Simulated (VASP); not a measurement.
## MgIn2N2: single point with PBE

Crystal: MgIn2N2.

```
Mg In N
1.0
     1.65261    0.95413    7.69350
    -1.65261    0.95413    7.69350
     0.00000   -1.90827    7.69350
Mg In N
1 2 2
Direct
  0.00000 0.00000 0.00000
  0.43915 0.43915 0.43915
  0.56085 0.56085 0.56085
  0.27686 0.27686 0.27686
  0.72314 0.72314 0.72314
```

```json
{
 "Program": "VASP 6.6.1",
 "Task": "single point",
 "Functional": "PBE",
 "Potentials or basis": "VASP PAW PBE potentials, release 64 (Mg, In_d, N)",
 "Cutoff": "520 eV",
 "k mesh": "10 × 10 × 10",
 "Occupations": "gaussian, width 0.01 eV",
 "Spin": "no spin polarisation",
 "Dipole correction": "no",
 "Further INCAR settings": "ALGO = Normal; EDIFF = 1e-06; NBANDS = 27"
}
```

| Property | Result |
| --- | --- |
| Pressure | 3.4 GPa |
| Largest force | 0.235 eV/Å |
| Band gap on the k mesh | 0.24 eV (least direct gap 0.29 eV) |

Forces on the atoms (eV/Å):
```
Mg   0.000  0.000  0.000
In   0.000  0.000  0.232
In   0.000  0.000 -0.232
N    0.000  0.000  0.235
N    0.000  0.000 -0.235
```

Stress tensor (GPa, compression positive):
```
3.49 0.00 0.00
0.00 3.49 0.00
0.00 0.00 3.30
```

Levels at points of the mesh, in eV from the valence-band top:
```csv
k point,band 16,band 17,band 18,band 19,band 20,band 21,band 22,band 23
"(0.00, 0.00, 0.00)",-0.65,-0.65,-0.37,-0.37,2.06,3.11,5.69,9.04
"(0.50, 0.00, 0.00)",-2.70,-1.72,-1.42,-0.72,2.23,2.94,3.60,6.53
"(0.50, 0.50, 0.00)",-2.32,-1.82,-1.59,-1.30,1.24,3.91,4.48,6.46
"(0.50, 0.50, 0.50)",-0.68,-0.35,-0.35,-0.05,0.24,3.46,6.22,9.34
```

Run time: 8.5 min on 1 thread of Intel(R) Xeon(R) 6975P-C (Granite Rapids), with other jobs on the host, peak memory 0.6 GiB.

Caveat: the cell stands under pressure; spin-orbit coupling is left out, which moves the levels of the heavy elements. A k mesh can miss the band edges.
